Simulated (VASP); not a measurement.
Ga2SnO2, 5 atoms in the cell. It takes space group P4/mmm (No. 123, tetragonal). Conventional cell: a = 2.965 Å, b = 2.965 Å, c = 8.853 Å, α = 90.00°, β = 90.00°, γ = 90.00°. Ga (site symmetry 4mm) has 4 O at 2.18 Å and 5 Ga at 2.57 to 2.96 Å within 3.0 Å. Within 3.4 Å of Sn (site symmetry 4/mmm) lie 2 O at 2.54 Å and 4 Sn at 2.96 Å. O (site symmetry 4mm) has 4 Ga at 2.18 Å and 1 Sn at 2.54 Å and 4 O at 2.96 Å within 3.0 Å. The cell was built from a structure type or drawn by symmetry, and may not be a known phase.

- Program: VASP 6.6.1
- Task: single point
- Functional: PBE
- Potentials or basis: VASP PAW PBE potentials, release 64 (Ga_d, Sn_d, O)
- Cutoff: 520 eV
- k mesh: 12 × 12 × 4
- Occupations: gaussian, width 0.1 eV
- Spin: no spin polarisation
- Dipole correction: no
- Further INCAR settings: ALGO = Normal; EDIFF = 1e-07; NBANDS = 34

Potentials or basis: VASP PAW PBE potentials, release 64 (Ga_d, Sn_d, O).

Run with:

```console
$ cat potpaw_PBE.64/Ga_d/POTCAR potpaw_PBE.64/Sn_d/POTCAR potpaw_PBE.64/O/POTCAR > POTCAR
$ mpirun -np 1 vasp_std > vasp.out
```

Hardware: 1 thread of Intel(R) Xeon(R) Platinum 8259CL CPU @ 2.50GHz (Skylake/Cascade Lake), with other jobs on the host.

Question: Estimate the wall time of this run.

Answer: Wall time 2.9 min on 1 thread of Intel(R) Xeon(R) Platinum 8259CL CPU @ 2.50GHz (Skylake/Cascade Lake) (shared host), peak memory 0.33 GiB. Counts: scf iterations 15, k points 84.
